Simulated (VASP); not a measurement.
# Zn (Pm-3m) in VASP: a series of runs

Zn is run at these levels: BLYP; tasks: single point.

Program: VASP 6.6.1. These are calculated values, not measurements. Logs are shortened: lines on timing, memory, paths and dates and some standing lists are left out, and cuts for length are marked.

**1. The cell of the first run**

It takes space group Pm-3m (No. 221, cubic). Conventional cell: a = 2.614 Å, b = 2.614 Å, c = 2.614 Å, α = 90.00°, β = 90.00°, γ = 90.00°. Within 3.4 Å of Zn (site symmetry m-3m) lie 6 Zn at 2.61 Å.

**2. Single point, BLYP (volume scaled by 0.88)**

INCAR

```
PREC = Accurate ; ENCUT = 520
EDIFF = 1E-6 ; ISMEAR = -1
SIGMA = 0.1 ; LREAL = F
LASPH = T ; NELM = 60
ALGO = Normal ; ISIF = 2
LWAVE = F ; LCHARG = T
GGA = B5 ; ALDAX = 1.0
AGGAX = 1.0 ; AGGAC = 1.0
ALDAC = 0.0 ; LELF = T
LVHAR = T ; NBANDS = 12
```

KPOINTS

```
Automatic mesh
0
Gamma
  13 13 13
```

POSCAR

```
Zn
1.0
    2.6138048751      0.0000000000      0.0000000000
    0.0000000000      2.6138048751      0.0000000000
    0.0000000000      0.0000000000      2.6138048751
Zn
1
Direct
    0.0000000000      0.0000000000      0.0000000000
```

Potentials or basis: VASP PAW PBE potentials, release 64 (Zn).

On the command line:

```sh
cat potpaw_PBE.64/Zn/POTCAR > POTCAR
mpirun -np 1 vasp_std > vasp.out
```

OUTCAR:

```text
PREC = Accurate
   ENCUT = 520
   EDIFF = 1E-6
   ISMEAR = -1
   LREAL = F
   LASPH = T
   NELM = 60
   ISIF = 2
   GGA = B5

 ion  position               nearest neighbor table
   1  0.000  0.000  0.000-

  LATTYP: Found a simple cubic cell.
 ALAT       =     2.6138048751

  Lattice vectors:

 A1 = (   2.6138048751,   0.0000000000,   0.0000000000)
 A2 = (   0.0000000000,   2.6138048751,   0.0000000000)
 A3 = (   0.0000000000,   0.0000000000,   2.6138048751)

Analysis of symmetry for initial positions (statically):
=====================================================================
 Subroutine PRICEL returns:
 Original cell was already a primitive cell.

 Routine SETGRP: Setting up the symmetry group for a
 simple cubic supercell.

 Subroutine GETGRP returns: Found 48 space group operations
 (whereof 48 operations were pure point group operations)
 out of a pool of 48 trial point group operations.

The static configuration has the point symmetry O_h .

Analysis of symmetry for dynamics (positions and initial velocities):
=====================================================================
 Subroutine PRICEL returns:
 Original cell was already a primitive cell.

 Routine SETGRP: Setting up the symmetry group for a
 simple cubic supercell.

 Subroutine GETGRP returns: Found 48 space group operations
 (whereof 48 operations were pure point group operations)
 out of a pool of 48 trial point group operations.

The dynamic configuration has the point symmetry O_h .

 Subroutine INISYM returns: Found 48 space group operations
 (whereof 48 operations are pure point group operations),
 and found     1 'primitive' translations

----------------------------------------------------------------------------------------

                                     Primitive cell

  volume of cell :      17.8575

  direct lattice vectors                    reciprocal lattice vectors
     2.613804875  0.000000000  0.000000000     0.382584029  0.000000000  0.000000000
     0.000000000  2.613804875  0.000000000     0.000000000  0.382584029  0.000000000
     0.000000000  0.000000000  2.613804875     0.000000000  0.000000000  0.382584029

  length of vectors
     2.613804875  2.613804875  2.613804875     0.382584029  0.382584029  0.382584029

  position of ions in fractional coordinates (direct lattice)
     0.000000000  0.000000000  0.000000000

  ion indices of the primitive-cell ions
   primitive index   ion index
                 1           1

----------------------------------------------------------------------------------------

 KPOINTS: Automatic mesh

Automatic generation of k-mesh.
 Grid dimensions read from file:
 generate k-points for:   13   13   13

 Generating k-lattice:

  Cartesian coordinates                     Fractional coordinates (reciprocal lattice)
     0.029429541  0.000000000  0.000000000     0.076923077  0.000000000  0.000000000
     0.000000000  0.029429541  0.000000000     0.000000000  0.076923077  0.000000000
     0.000000000  0.000000000  0.029429541     0.000000000  0.000000000  0.076923077

  Length of vectors
     0.029429541  0.029429541  0.029429541

  Shift w.r.t. Gamma in fractional coordinates (k-lattice)
     0.000000000  0.000000000  0.000000000

 Subroutine IBZKPT returns following result:
 ===========================================

 Found     84 irreducible k-points:

 Following reciprocal coordinates:
            Coordinates               Weight
  0.000000  0.000000  0.000000      1.000000
  0.076923  0.000000  0.000000      6.000000
  0.153846  0.000000  0.000000      6.000000
  0.230769  0.000000  0.000000      6.000000
  0.307692  0.000000  0.000000      6.000000
  0.384615  0.000000  0.000000      6.000000
[... 16 lines left out ...]
  0.307692  0.307692  0.000000     12.000000
  0.384615  0.307692  0.000000     24.000000
 [... further k-points ...]
   k-points           NKPTS =     84   k-points in BZ     NKDIM =     84   number of bands    NBANDS=     12
   number of dos      NEDOS =    301   number of ions     NIONS =      1
   total plane-waves  NPLWV =   8000
   dimension x,y,z NGX =    20 NGY =   20 NGZ =   20
   dimension x,y,z NGXF=    40 NGYF=   40 NGZF=   40
   ions per type =               1
   NGX,Y,Z   is equivalent  to a cutoff of  12.72, 12.72, 12.72 a.u.
   NGXF,Y,Z  is equivalent  to a cutoff of  25.44, 25.44, 25.44 a.u.
 SYSTEM =  unknown system
   PREC   = accura    normal or accurate (medium, high low for compatibility)
   ISTART =      0    job   : 0-new  1-cont  2-samecut
   ICHARG =      2    charge: 1-file 2-atom 10-const
   ISPIN  =      1    spin polarized calculation?
   LNONCOLLINEAR =      F non collinear calculations
   LSORBIT =      F    spin-orbit coupling
   LASPH  =      T    aspherical Exc in radial PAW
   ENCUT  =  520.0 eV  38.22 Ry    6.18 a.u.   4.86  4.86  4.86*2*pi/ulx,y,z
   NELM   =     60;   NELMIN=  2; NELMDL= -5     # of ELM steps
   EDIFF  = 0.1E-05   stopping-criterion for ELM
   LREAL  =      F    real-space projection
[... 7 lines left out ...]
   TEBEG  =    0.0;   TEEND  =   0.0 temperature during run
   PSTRESS=    0.0 pullay stress
   NELECT =      12.0000    total number of electrons
   NUPDOWN=      -1.0000    fix difference up-down
   EMIN   =  10.00;   EMAX   =-10.00  energy-range for DOS
   EFERMI =   0.00;   METHOD = LEGACY
   ISMEAR =    -1;   SIGMA  =   0.10  broadening in eV -4-tet -1-fermi 0-gaus
   EFERMI_NEDOS =   21; number of points for ismear=-14 and -15
   IALGO  =     38    algorithm
   IMIX   =      4    mixing-type and parameters
     AMIX     =   0.40;   BMIX     =  1.00
     AMIX_MAG =   1.60;   BMIX_MAG =  1.00
  volume/ion in A,a.u.               =      17.86       120.51
  Fermi-wavevector in a.u.,A,eV,Ry     =   1.433933  2.709740 27.975793  2.056163
  Thomas-Fermi vector in A             =   2.553397
   LORBIT       =      0    0 simple, 1 ext, 2 COOP (PROOUT), +10 PAW based schemes
   GGA     = B5    functional components
   LHFCALC =     F    Hartree Fock is set to
   AEXX    =    0.0000 exact exchange contribution
   IVDW    =     0    specifies the selected vdW correction
   LEPSILON=     F    determine dielectric tensor
   LRPA    =     F    only Hartree local field effects (RPA)
 non-spin polarized calculation
  energy-cutoff  :      520.00
  volume of cell :       17.86
 maximum number of plane-waves:       494
 NGX is ok and might be reduce to    20
   NGX =  9   NGY =  9   NGZ =  9

 number of electron      11.9999983 magnetization

 Free energy of the ion-electron system (eV)
  ---------------------------------------------------
  ext. energy  EPLUGINS =         0.00000000
  ---------------------------------------------------
  free energy    TOTEN  =        -0.28408194 eV

  energy without entropy =       -0.27423496  energy(sigma->0) =       -0.27915845

 E-fermi :   2.3867     XC(G=0): -10.0758

 val. band max:        2.3690733141   @ k =   0.4615   0.3077   0.3077
 cond. band min:       2.4806228184   @ k =   0.4615   0.3077   0.0000
 fundamental gap:      0.1115495044
 Fermi energy:         2.3867442490

 k-point     1 :       0.0000    0.0000    0.0000
  band No.  band energies     occupation
      1      -6.7117      2.00000
      2      -5.7604      2.00000
      3      -5.7604      2.00000
      4      -4.5785      2.00000
      5      -4.5785      2.00000
      6      -4.5785      2.00000
      7      14.6010      0.00000
      8      14.6010      0.00000
      9      14.6010      0.00000
     10      17.8002      0.00000
     11      17.8002      0.00000
     12      20.8817      0.00000

 k-point     2 :       0.0769    0.0000    0.0000
  band No.  band energies     occupation
      1      -6.5809      2.00000
      2      -5.7533      2.00000
      3      -5.7217      2.00000
      4      -4.5990      2.00000
      5      -4.5990      2.00000
      6      -4.5768      2.00000
      7      12.7669      0.00000
      8      14.7536      0.00000
      9      14.7536      0.00000
     10      17.8986      0.00000
     11      19.0951      0.00000
     12      21.7150      0.00000

 k-point     3 :       0.1538    0.0000    0.0000
  band No.  band energies     occupation
      1      -6.2290      2.00000
      2      -5.7337      2.00000
      3      -5.5713      2.00000
      4      -4.6553      2.00000
      5      -4.6553      2.00000
      6      -4.5720      2.00000
      7      10.0072      0.00000
      8      15.2036      0.00000
      9      15.2036      0.00000
     10      18.1960      0.00000
     11      19.9511      0.00000
     12      24.4824      0.00000
[... 286 lines left out ...]
 k-point    23 :       0.3077    0.3077    0.0000
  band No.  band energies     occupation
      1      -5.5564      2.00000
      2      -5.3292      2.00000
      3      -4.9042      2.00000
      4      -4.7899      2.00000
      5      -4.7717      2.00000
      6      -2.1963      2.00000
      7       5.9429      0.00000
      8       7.9216      0.00000
      9      15.9397      0.00000
     10      19.1797      0.00000
     11      22.0623      0.00000
     12      28.0881      0.00000

 k-point    24 :       0.3846    0.3077    0.0000
  band No.  band energies     occupation
      1      -5.5212      2.00000
      2      -5.4256      2.00000
      3      -4.8443      2.00000
      4      -4.7703      2.00000
      5      -4.7588      2.00000
      6      -0.9946      2.00000
      7       4.3290      0.00000
      8       8.3385      0.00000
      9      13.9183      0.00000
     10      20.2950      0.00000
     11      22.9630      0.00000
     12      26.9689      0.00000

 [... further k-points ...]

------------------------ aborting loop because EDIFF is reached ----------------------------------------

  FORCE on cell =-STRESS in cart. coord.  units (eV):
  Direction    XX          YY          ZZ          XY          YZ          ZX
  --------------------------------------------------------------------------------------
  -------------------------------------------------------------------------------------
  Total        0.6314130      0.6314130      0.6314130      0.0000000      0.0000000     -0.0000000
  in kB       56.6506153     56.6506153     56.6506153      0.0000000      0.0000000     -0.0000000
  external PRESSURE =      56.6506153 kB  Pullay stress =       0.0000000 kB

 VOLUME and BASIS-vectors are now :
 -----------------------------------------------------------------------------
  energy-cutoff  :      520.00
  volume of cell :       17.86
      direct lattice vectors                 reciprocal lattice vectors
     2.613804875  0.000000000  0.000000000     0.382584029  0.000000000  0.000000000
     0.000000000  2.613804875  0.000000000     0.000000000  0.382584029  0.000000000
     0.000000000  0.000000000  2.613804875     0.000000000  0.000000000  0.382584029

 POSITION                                       TOTAL-FORCE (eV/Angst)
 -----------------------------------------------------------------------------------
      0.00000      0.00000      0.00000         0.000000      0.000000      0.000000
 -----------------------------------------------------------------------------------
    total drift:                               -0.000000      0.000000      0.000000

  FREE ENERGIE OF THE ION-ELECTRON SYSTEM (eV)
  ---------------------------------------------------
  free  energy   TOTEN  =        -0.2840819407 eV

  energy  without entropy=       -0.2742349649  energy(sigma->0) =       -0.27915845
```

Wall time 12 s (1 thread of Intel Xeon Platinum 8488C (Sapphire Rapids), shared host); peak memory 0.12 GiB.

What came out:

```
Free energy            : -0.2841 eV
Pressure               : 5.7 GPa
Band gap on the k mesh : zero (band 6 reaches 6.88 eV, above the bottom of band 7 at 0.46 eV)
```

Levels at points of the mesh, in eV from the Fermi level:
| k point | band 2 | band 3 | band 4 | band 5 | band 6 | band 7 | band 8 | band 9 | band 10 | band 11 |
| --- | --- | --- | --- | --- | --- | --- | --- | --- | --- | --- |
| (0.00, 0.00, 0.00) | -8.15 | -8.15 | -6.97 | -6.97 | -6.97 | 12.21 | 12.21 | 12.21 | 15.41 | 15.41 |

Caveat: the PAW data sets were made with another functional, which shifts forces and pressure a little.

**3. Single point, BLYP (volume scaled by 0.92)**

INCAR

```
PREC = Accurate ; ENCUT = 520
EDIFF = 1E-6 ; ISMEAR = -1
SIGMA = 0.1 ; LREAL = F
LASPH = T ; NELM = 80
ALGO = Normal ; ISIF = 2
LWAVE = F ; LCHARG = F
GGA = B5 ; ALDAX = 1.0
AGGAX = 1.0 ; AGGAC = 1.0
ALDAC = 0.0 ; NBANDS = 12
```

KPOINTS

```
regular mesh
0
Gamma
  13 13 13
```

POSCAR

```
Zn
1.0
    2.6528226406      0.0000000000      0.0000000000
    0.0000000000      2.6528226406      0.0000000000
    0.0000000000      0.0000000000      2.6528226406
Zn
1
Direct
    0.0000000000      0.0000000000      0.0000000000
```

Potentials or basis: VASP PAW PBE potentials, release 64 (Zn).

On the command line:

```sh
cat potpaw_PBE.64/Zn/POTCAR > POTCAR
mpirun -np 1 vasp_std > vasp.out
```

It took 14 s on 1 thread of Intel Xeon Platinum 8488C (Sapphire Rapids), shared host; peak memory 0.12 GiB.

It converged, with:

- Free energy: -0.3070 eV
- Pressure: 3.3 GPa
- Band gap on the k mesh: zero (band 6 reaches 6.46 eV, above the bottom of band 7 at 0.28 eV)

Levels at points of the mesh, in eV from the Fermi level:
```csv
k point,band 3,band 4,band 5,band 6,band 7,band 8,band 9,band 10
"(0.00, 0.00, 0.00)",-8.01,-6.92,-6.92,-6.92,11.85,11.85,11.85,15.03
```

Caveat: the PAW data sets were made with another functional, which shifts forces and pressure a little.
